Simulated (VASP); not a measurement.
Wanted: the native input for a VASP 6.6.1 run.

```
Task                   : single point
Functional             : r2SCAN
Potentials or basis    : VASP PAW PBE potentials, release 64 (Ti_sv, O)
Cutoff                 : 660 eV
k mesh                 : 6 × 6 × 10
Occupations            : gaussian, width 0.02 eV
Spin                   : no spin polarisation
Dipole correction      : no
Further INCAR settings : ALGO = Normal; EDIFF = 1e-06; NBANDS = 33
```

The system is TiO2.

```xyz
6
Lattice="4.5969 0.0000 0.0000 0.0000 4.5969 0.0000 0.0000 0.0000 2.9535" Properties=species:S:1:pos:R:3 pbc="T T T"
Ti    0.0000    0.0000    0.0000
Ti    2.2985    2.2985    1.4768
O     1.4004    1.4004    0.0000
O     0.8981    3.6988    1.4768
O     3.1966    3.1966    0.0000
O     3.6988    0.8981    1.4768
```

The input as run:

POSCAR

```
TiO2
1.0
    4.5969450464      0.0000000000      0.0000000000
    0.0000000000      4.5969450464      0.0000000000
    0.0000000000      0.0000000000      2.9535430802
Ti O
2 4
Direct
    0.0000000000      0.0000000000      0.0000000000
    0.5000000000      0.5000000000      0.5000000000
    0.3046314515      0.3046314515      0.0000000000
    0.1953685485      0.8046314515      0.5000000000
    0.6953685485      0.6953685485      0.0000000000
    0.8046314515      0.1953685485      0.5000000000
```

INCAR.step1

```
SYSTEM = TiO2
ALGO     = Normal         ! electronic algorithm
EDIFF    = 1E-5           ! SCF threshold, eV
ENCUT    = 660            ! plane-wave cutoff, eV
GGA      = PE             ! functional
GGA_COMPAT= .False.      
ISMEAR   = 0              ! smearing method
LASPH    = .True.         ! aspherical terms in the spheres
LCHARG   = .False.        ! write CHGCAR
LREAL    = .False.        ! projectors in reciprocal space
LWAVE    = .True.         ! write WAVECAR
NBANDS   = 33             ! bands
NELM     = 120            ! most SCF steps
PREC     = Accurate       ! precision mode
SIGMA    = 0.02           ! smearing width, eV
```

INCAR.step2

```
SYSTEM = TiO2
ALGO     = Normal         ! electronic algorithm
EDIFF    = 1E-6           ! SCF threshold, eV
ENCUT    = 660            ! plane-wave cutoff, eV
GGA_COMPAT= .False.      
ISIF     = 2              ! what is computed and relaxed
ISMEAR   = 0              ! smearing method
ISTART   = 1            
LASPH    = .True.         ! aspherical terms in the spheres
LCHARG   = .False.        ! write CHGCAR
LMIXTAU  = .True.       
LREAL    = .False.        ! projectors in reciprocal space
LWAVE    = .False.        ! write WAVECAR
METAGGA  = R2SCAN         ! meta-GGA
NBANDS   = 33             ! bands
NELM     = 120            ! most SCF steps
PREC     = Accurate       ! precision mode
SIGMA    = 0.02           ! smearing width, eV
```

KPOINTS

```
k-points
0
Gamma
  6 6 10
  0 0 0
```

Potentials or basis: VASP PAW PBE potentials, release 64 (Ti_sv, O).

Run with:

```sh
$ cat potpaw_PBE.64/Ti_sv/POTCAR potpaw_PBE.64/O/POTCAR > POTCAR
$ cp INCAR.step1 INCAR
$ mpirun -np 1 vasp_std > vasp.out
$ cp INCAR.step2 INCAR
$ mpirun -np 1 vasp_std > vasp.out
```

Results of the run:

| Property | Result |
| --- | --- |
| Pressure | 1.0 GPa |
| Largest force | 0.031 eV/Å |
| Band gap on the k mesh | 2.23 eV |

Caveat: the PAW data sets were made with another functional, which shifts forces and pressure a little.

Run time: 21 min on 1 thread of Oxide Virtual Turin-like Processor (shared host), peak memory 0.28 GiB.
